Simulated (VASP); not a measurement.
Be: single point with LDA

Be:

```
CELL_PARAMETERS angstrom
3.27824 0.00000 0.00000
-1.63912 2.83904 0.00000
0.00000 0.00000 3.14291
ATOMIC_POSITIONS crystal
Be 0.66667 0.33333 0.50000
```

- Program: VASP 6.6.1
- Task: single point
- Functional: LDA
- Potentials or basis: VASP PAW LDA potentials, release 64 (Be)
- Cutoff: 520 eV
- k mesh: 8 × 8 × 7
- Occupations: fermi-dirac, width 0.1 eV
- Spin: no spin polarisation

```yaml
Pressure: -12.1 GPa
Band_gap_on_the_k_mesh: zero (band 1 reaches 0.70 eV, above the bottom of band 2 at -1.57 eV)
```

Stress tensor (GPa, compression positive):
```
-13.03   0.00   0.00
  0.00 -13.03   0.00
  0.00   0.00 -10.37
```

Levels at points of the mesh, in eV from the Fermi level:
```csv
k point,band 1,band 2,band 3,band 4,band 5,band 6
"(0.00, 0.00, 0.00)",-5.12,5.71,6.67,6.67,10.68,13.88
"(0.50, 0.00, 0.00)",-1.30,-1.03,4.82,7.21,9.56,13.78
```

It took 5.7 s on 1 thread of Intel(R) Xeon(R) Platinum 8259CL CPU @ 2.50GHz (Skylake/Cascade Lake), with other jobs on the host, peak memory 0.12 GiB.
